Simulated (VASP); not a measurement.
A run of VASP 6.6.1 is set up as follows.

Contents of INCAR:

```
SYSTEM = Au
PREC = Accurate
ENCUT = 500
EDIFF = 1E-6
ISMEAR = -1
SIGMA = 0.1
LREAL = .FALSE.
LASPH = .TRUE.
NELM = 120
ALGO = Normal
ISIF = 2
LWAVE = .FALSE.
LCHARG = .FALSE.
GGA = PS
NBANDS = 12
GGA_COMPAT = .FALSE.
```

The input KPOINTS:

```
Automatic mesh
0
G
  10 10 10
  0 0 0
```

The input POSCAR:

```
Au
1.0
    1.6128100718      1.6128100718      1.6128100718
   -1.6128100718      1.6128100718      1.6128100718
   -1.6128100718     -1.6128100718      1.6128100718
Au
1
Direct
    0.0000000000      0.0000000000      0.0000000000
```

Potentials or basis: VASP PAW PBE potentials, release 64 (Au).

Command:

```console
$ cat potpaw_PBE.64/Au/POTCAR > POTCAR
$ mpirun -np 1 vasp_std > vasp.out
```

Question: Predict the pressure.

Answer: 2.4 GPa.

Caveat: the PAW data sets were made with another functional, which shifts forces and pressure a little.
